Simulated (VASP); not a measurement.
# GaN (F-43m) in VASP: notebook, part 2 of 2

VASP 6.6.1. The steps go on from the part before.

**3. Dielectric tensor, r2SCAN (strain +2.0%)**

File INCAR:

```
SYSTEM = GaN
ALGO = Normal
EDIFF = 1E-8
ENCUT = 520
ISIF = 2
ISMEAR = 0
LASPH = .TRUE.
LCALCEPS = .TRUE.
LCHARG = .FALSE.
LMIXTAU = .TRUE.
LREAL = .FALSE.
LWAVE = .FALSE.
METAGGA = R2SCAN
NELM = 80
PREC = Accurate
SIGMA = 0.01
```

File KPOINTS:

```
k-points
0
G
  8 8 8
  0 0 0
```

File POSCAR:

```
GaN
1.0
    0.0000000000      2.2939315919      2.2939315919
    2.2939315919      0.0000000000      2.2939315919
    2.2939315919      2.2939315919      0.0000000000
Ga N
1 1
Direct
    0.0000000000      0.0000000000      0.0000000000
    0.2500000000      0.2500000000      0.2500000000
```

Potentials or basis: VASP PAW PBE potentials, release 64 (Ga_d, N).

Run with:

```
$ cat potpaw_PBE.64/Ga_d/POTCAR potpaw_PBE.64/N/POTCAR > POTCAR
$ mpirun -np 1 vasp_std > vasp.out
```

OUTCAR:

```text
SYSTEM = GaN
   EDIFF = 1E-8
   ENCUT = 520
   ISIF = 2
   ISMEAR = 0
   LASPH = .TRUE.
   LREAL = .FALSE.
   METAGGA = R2SCAN
   NELM = 80
   PREC = Accurate

 ion  position               nearest neighbor table
   1  0.000  0.000  0.000-   2 1.99   2 1.99   2 1.99   2 1.99
   2  0.250  0.250  0.250-   1 1.99   1 1.99   1 1.99   1 1.99

  LATTYP: Found a face centered cubic cell.
 ALAT       =     4.5878631838

  Lattice vectors:

 A1 = (   0.0000000000,   2.2939315919,   2.2939315919)
 A2 = (   2.2939315919,   0.0000000000,   2.2939315919)
 A3 = (   2.2939315919,   2.2939315919,   0.0000000000)

Analysis of symmetry for initial positions (statically):
=====================================================================
 Subroutine PRICEL returns:
 Original cell was already a primitive cell.

 Routine SETGRP: Setting up the symmetry group for a
 face centered cubic supercell.

 Subroutine GETGRP returns: Found 24 space group operations
 (whereof 24 operations were pure point group operations)
 out of a pool of 48 trial point group operations.

The static configuration has the point symmetry T_d .

Analysis of symmetry for dynamics (positions and initial velocities):
=====================================================================
 Subroutine PRICEL returns:
 Original cell was already a primitive cell.

 Routine SETGRP: Setting up the symmetry group for a
 face centered cubic supercell.

 Subroutine GETGRP returns: Found 24 space group operations
 (whereof 24 operations were pure point group operations)
 out of a pool of 48 trial point group operations.

The dynamic configuration has the point symmetry T_d .

 Subroutine INISYM returns: Found 24 space group operations
 (whereof 24 operations are pure point group operations),
 and found     1 'primitive' translations

----------------------------------------------------------------------------------------

                                     Primitive cell

  volume of cell :      24.1419

  direct lattice vectors                    reciprocal lattice vectors
     0.000000000  2.293931592  2.293931592    -0.217966395  0.217966395  0.217966395
     2.293931592  0.000000000  2.293931592     0.217966395 -0.217966395  0.217966395
     2.293931592  2.293931592  0.000000000     0.217966395  0.217966395 -0.217966395

  length of vectors
     3.244109168  3.244109168  3.244109168     0.377528871  0.377528871  0.377528871

  position of ions in fractional coordinates (direct lattice)
     0.000000000  0.000000000  0.000000000
     0.250000000  0.250000000  0.250000000

  ion indices of the primitive-cell ions
   primitive index   ion index
                 1           1
                 2           2

----------------------------------------------------------------------------------------

 KPOINTS: k-points

Automatic generation of k-mesh.
 Grid dimensions read from file:
 generate k-points for:    8    8    8

 Generating k-lattice:

  Cartesian coordinates                     Fractional coordinates (reciprocal lattice)
    -0.027245799  0.027245799  0.027245799     0.125000000  0.000000000  0.000000000
     0.027245799 -0.027245799  0.027245799     0.000000000  0.125000000  0.000000000
[... 82 lines left out ...]
   LORBIT       =      0    0 simple, 1 ext, 2 COOP (PROOUT), +10 PAW based schemes
   METAGGA = R2SCAN    functional components
   LHFCALC =     F    Hartree Fock is set to
   AEXX    =    0.0000 exact exchange contribution
   IVDW    =     0    specifies the selected vdW correction
   LEPSILON=     F    determine dielectric tensor
   LRPA    =     F    only Hartree local field effects (RPA)
   LRPA       =     F
 non-spin polarized calculation
 Gauss-broadening in eV      SIGMA  =   0.01
  energy-cutoff  :      520.00
  volume of cell :       24.14
 maximum number of plane-waves:       660
   NGX = 13   NGY = 13   NGZ = 13

 number of electron      17.9999984 magnetization

 Free energy of the ion-electron system (eV)
  ---------------------------------------------------
  ext. energy  EPLUGINS =         0.00000000
  ---------------------------------------------------
  free energy    TOTEN  =       -21.85874130 eV

  energy without entropy =      -21.85874130  energy(sigma->0) =      -21.85874130

 E-fermi :   4.5074     XC(G=0): -12.3239

 val. band max:        4.4544203712   @ k =   0.0000   0.0000   0.0000
 cond. band min:   10000.0000000000   @ k =   0.0000   0.0000   0.0000
 fundamental gap:   9995.5455796288
 Fermi energy:         4.5073516862

 k-point     1 :       0.0000    0.0000    0.0000
  band No.  band energies     occupation
      1     -11.8321      2.00000
      2      -9.3503      2.00000
      3      -9.3499      2.00000
      4      -9.3495      2.00000
      5      -9.0528      2.00000
      6      -9.0528      2.00000
      7       4.4541      2.00000
      8       4.4543      2.00000
      9       4.4544      2.00000
     10   10000.0000      0.00000
     11   10000.0000      0.00000
     12   10000.0000      0.00000
     13   10000.0000      0.00000
[... 354 lines left out ...]
  band No.  band energies     occupation
      1     -10.9249      2.00000
      2      -9.2474      2.00000
      3      -9.1971      2.00000
      4      -9.0699      2.00000
      5      -9.0252      2.00000
      6      -7.6546      2.00000
      7      -1.7637      2.00000
      8       1.5462      2.00000
      9       2.7619      2.00000
     10   10000.0000      0.00000
     11   10000.0000      0.00000
     12   10000.0000      0.00000
     13   10000.0000      0.00000

 [... further k-points ...]

------------------------ aborting loop because EDIFF is reached ----------------------------------------

            Ionic dipole moment: p[ion]=(     5.73483     5.73483     5.73483 ) |e| Angst

 Total electronic dipole moment: p[elc]=(     0.00098     0.00098     0.00727 ) |e| Angst

 MACROSCOPIC STATIC DIELECTRIC TENSOR (including local field effects)
 ------------------------------------------------------
           5.712681    -0.000000     0.000000
           0.000000     5.712681    -0.000000
          -0.000000    -0.000000     5.712681
 ------------------------------------------------------

 PIEZOELECTRIC TENSOR (including local field effects) (e Angst)
          XX          YY          ZZ          XY          YZ          ZX
  --------------------------------------------------------------------------------
  x     0.00000    -0.00000    -0.00000    -0.00000    -1.53196     0.00000
  y     0.00000    -0.00000     0.00000    -0.00000     0.00000    -1.53196
  z    -0.00000    -0.00000     0.00000    -1.53196    -0.00000     0.00000

 PIEZOELECTRIC TENSOR (including local field effects) (C/m^2)
          XX          YY          ZZ          XY          YZ          ZX
  --------------------------------------------------------------------------------
  x     0.00000    -0.00000    -0.00000    -0.00000    -1.01668     0.00000
  y     0.00000    -0.00000     0.00000    -0.00000     0.00000    -1.01668
  z    -0.00000    -0.00000     0.00000    -1.01668    -0.00000     0.00000

 BORN EFFECTIVE CHARGES (including local field effects) (in |e|, cummulative output)
 ---------------------------------------------------------------------------------
 ion    1
    1     2.69736    -0.00000     0.00000
    2     0.00000     2.69736    -0.00000
    3     0.00000     0.00000     2.69736
 ion    2
    1    -2.69736     0.00000     0.00000
    2     0.00000    -2.69736     0.00000
    3    -0.00000    -0.00000    -2.69736

  FORCE on cell =-STRESS in cart. coord.  units (eV):
  Direction    XX          YY          ZZ          XY          YZ          ZX
  --------------------------------------------------------------------------------------
  -------------------------------------------------------------------------------------
  Total       -1.4067431     -1.4067431     -1.4067431      0.0000000      0.0000000      0.0000000
  in kB      -93.3585265    -93.3585265    -93.3585265      0.0000000      0.0000000      0.0000000
  external PRESSURE =     -93.3585265 kB  Pullay stress =       0.0000000 kB

 VOLUME and BASIS-vectors are now :
 -----------------------------------------------------------------------------
  energy-cutoff  :      520.00
  volume of cell :       24.14
      direct lattice vectors                 reciprocal lattice vectors
     0.000000000  2.293931592  2.293931592    -0.217966395  0.217966395  0.217966395
     2.293931592  0.000000000  2.293931592     0.217966395 -0.217966395  0.217966395
     2.293931592  2.293931592  0.000000000     0.217966395  0.217966395 -0.217966395

 POSITION                                       TOTAL-FORCE (eV/Angst)
 -----------------------------------------------------------------------------------
      0.00000      0.00000      0.00000         0.000000      0.000000     -0.000000
      1.14697      1.14697      1.14697        -0.000000     -0.000000      0.000000
 -----------------------------------------------------------------------------------
    total drift:                                0.000015      0.000015      0.000015

  FREE ENERGIE OF THE ION-ELECTRON SYSTEM (eV)
  ---------------------------------------------------
  free  energy   TOTEN  =       -21.8587412999 eV

  energy  without entropy=      -21.8587412999  energy(sigma->0) =      -21.85874130
```

OSZICAR:

```text
N       E                     dE             d eps       ncg     rms          rms(c)
DAV:   1     0.775192586652E+02    0.77519E+02   -0.10224E+04   807   0.256E+03
DAV:   2    -0.192293872619E+02   -0.96749E+02   -0.91658E+02   849   0.358E+02
DAV:   3    -0.265965968213E+02   -0.73672E+01   -0.73194E+01   874   0.903E+01
[... 12 lines left out ...]
DMP:  12    -0.218587411829E+02   -0.63435E-07   -0.49548E-07  1950   0.573E-07   0.128E-06
DMP:  13    -0.218587412256E+02   -0.42689E-07   -0.34294E-07  1950   0.387E-07   0.906E-07
DMP:  14    -0.218587412556E+02   -0.29914E-07   -0.23161E-07  1950   0.244E-07   0.645E-07
DMP:  15    -0.218587412759E+02   -0.20329E-07   -0.15525E-07  1950   0.160E-07   0.439E-07
DMP:  16    -0.218587412899E+02   -0.14049E-07   -0.10857E-07  1950   0.113E-07   0.306E-07
DMP:  17    -0.218587412999E+02   -0.99290E-08   -0.77732E-08  1950   0.798E-08   0.220E-07
   1 F= -.21858741E+02 E0= -.21858741E+02  d E =-.194168E-16
```

stdout:

```text
POSCAR found type information on POSCAR GaN
 POSCAR found :  2 types and       2 ions
 scaLAPACK will be used
 -----------------------------------------------------------------------------
|                                                                             |
[... 110 lines left out ...]
 p_tot=(  0.574E+01  0.574E+01  0.574E+01 )
dp_tot=(  0.131E-05  0.615E-02  0.164E-05 )  diag[e(oo)]=(    ---    5.61276    ---   )
 p_tot=(  0.574E+01  0.574E+01  0.574E+01 )
dp_tot=(  0.132E-05  0.619E-02  0.170E-05 )  diag[e(oo)]=(    ---    5.64176    ---   )
 p_tot=(  0.574E+01  0.574E+01  0.574E+01 )
dp_tot=(  0.128E-05  0.621E-02  0.169E-05 )  diag[e(oo)]=(    ---    5.65816    ---   )
 p_tot=(  0.574E+01  0.574E+01  0.574E+01 )
dp_tot=(  0.123E-05  0.623E-02  0.166E-05 )  diag[
```

Wall time 12 min (1 thread of Intel Xeon 6975P-C (Granite Rapids), shared host); peak memory 0.31 GiB.

Results:

```yaml
Band_gap_on_the_k_mesh: 1.76 eV
Electronic_dielectric_tensor_diagonal: 5.71
Born_charges_mean_of_the_diagonal: Ga +2.70; N -2.70 e
```

Electronic dielectric tensor:
```
5.71 0.00 0.00
0.00 5.71 0.00
0.00 0.00 5.71
```

Born effective charge tensors (e):
atom 1, Ga
```
2.70 0.00 0.00
0.00 2.70 0.00
0.00 0.00 2.70
```
atom 2, N
```
-2.70  0.00  0.00
 0.00 -2.70  0.00
 0.00  0.00 -2.70
```

Dipole moments of the cell (e·Å, modulo the quantum): ionic 5.735, 5.735, 5.735; electronic 0.001, 0.001, 0.007

Caveat: the cell differs from its parent crystal (strain +2.0%); the structure was generated, so it needn't be the stable form of GaN; the PAW data sets were made with another functional, which shifts forces and pressure a little.

The gap in the log of VASP goes by the Fermi energy; the results here count the filled bands.